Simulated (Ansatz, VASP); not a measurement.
## Re in VASP and in Ansatz

File POSCAR:

```
Re
1.0
    0.0000000000      1.9722741941      1.9722741941
    1.9722741941      0.0000000000      1.9722741941
    1.9722741941      1.9722741941      0.0000000000
Re
1
Direct
    0.0000000000      0.0000000000      0.0000000000
```

File INCAR.step1:

```
  PREC = Accurate
  ENCUT = 520
  ISMEAR = -1
  SIGMA = 0.1
  LREAL = F
  LASPH = T
  NELM = 100
  NBANDS = 10
  GGA = PE
  ALGO = Normal
  EDIFF = 1E-4
  LWAVE = T
  LCHARG = F
```

Contents of INCAR.step2:

```
  PREC = Accurate
  ENCUT = 520
  EDIFF = 1E-6
  ISMEAR = -1
  SIGMA = 0.1
  LREAL = F
  LASPH = T
  NELM = 100
  ALGO = Normal
  ISIF = 2
  LWAVE = F
  LCHARG = F
  METAGGA = R2SCAN
  LMIXTAU = T
  NBANDS = 10
  ISTART = 1
```

The input KPOINTS:

```
Automatic mesh
0
Gamma
  16 16 16
```

Input for Ansatz:

```yaml
crystal:
  lattice:
    - [0.0, 1.9722741941, 1.9722741941]
    - [1.9722741941, 0.0, 1.9722741941]
    - [1.9722741941, 1.9722741941, 0.0]
  atoms:
    - { symbol: Re, position: [0.0, 0.0, 0.0] }
hamiltonian:
  xc: r2scan
  pseudopotentials:
    kind: paw
    azcp:
      Re: "pseudopotentials/Re.paw.azcp"
basis:
  ecutwfc: 500
  fft_grid_basis: typed
kpoints:
  mp_grid: { grid: [16, 16, 16], shift: [0, 0, 0] }
magnetization:
  spin_polarized: false
scf:
  occupations: { method: fermi_dirac, width: 0.1 }
  lower_state_search: "off"
output:
  stress: true
  write_density: true
  write_potential: true
  elf: true
  volumetric_format: npy
```

Alike in both runs: task single point; functional r2SCAN; k mesh 16 × 16 × 16; occupations fermi-dirac, width 0.1 eV; no spin polarisation.

|  | VASP | Ansatz |
| --- | --- | --- |
| version | VASP 6.6.1 | Ansatz 0.2.0 |
| potentials or method | VASP PAW PBE potentials, release 64 (Re), cutoff 520 eV | plane waves (500 eV) with PAW, scalar-relativistic |
| valence electrons in the cell | 7 | 15 |

```csv
,VASP,Ansatz,Ansatz less VASP
pressure (GPa),-14.4,-14.1,+0.23
```

VASP's potentials were made for PBE, not for r2SCAN. VASP's potentials hold 7 valence electrons a cell and Ansatz's 15, so a difference there can come from the potentials and not from the codes.

Neither program's run includes spin-orbit coupling.
